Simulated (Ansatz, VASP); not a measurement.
## Two plane-wave programs on ZrB2

```xyz
3
Lattice="3.1675 0.0000 0.0000 -1.5838 2.7432 0.0000 0.0000 0.0000 3.5524" Properties=species:S:1:pos:R:3 pbc="T T T"
Zr    0.0000    0.0000    0.0000
B     0.0000    1.8288    1.7762
B     1.5838    0.9144    1.7762
```

Alike in both runs: task single point; functional LDA; k mesh 6 × 6 × 6; occupations gaussian, width 0.1 eV; no spin polarisation.

```csv
,VASP,Ansatz
version,VASP 6.6.1,Ansatz 0.2.0
potentials or method,"VASP PAW LDA potentials, release 64 (Zr_sv, B), cutoff 520 eV","scalar-relativistic, plane waves, PAW"
valence electrons in the cell,18,18
```

```csv
,VASP,Ansatz,Ansatz less VASP
gap on the k mesh at the Fermi level (eV),none,none,-
pressure (GPa),-8.9,-9.3,-0.39
"traceless stress, the component that is largest in VASP (GPa)",-2.09,-2.10,-0.013
```

Ansatz warns that its potentials were made for another functional, while VASP's fit it. LDA's correlation is that of Perdew and Zunger in VASP and of Perdew and Wang (1992) in Ansatz. A gap of «none» marks a metal or a gap that the smearing closes.

The k mesh is coarse, so the values compare programs but aren't converged.
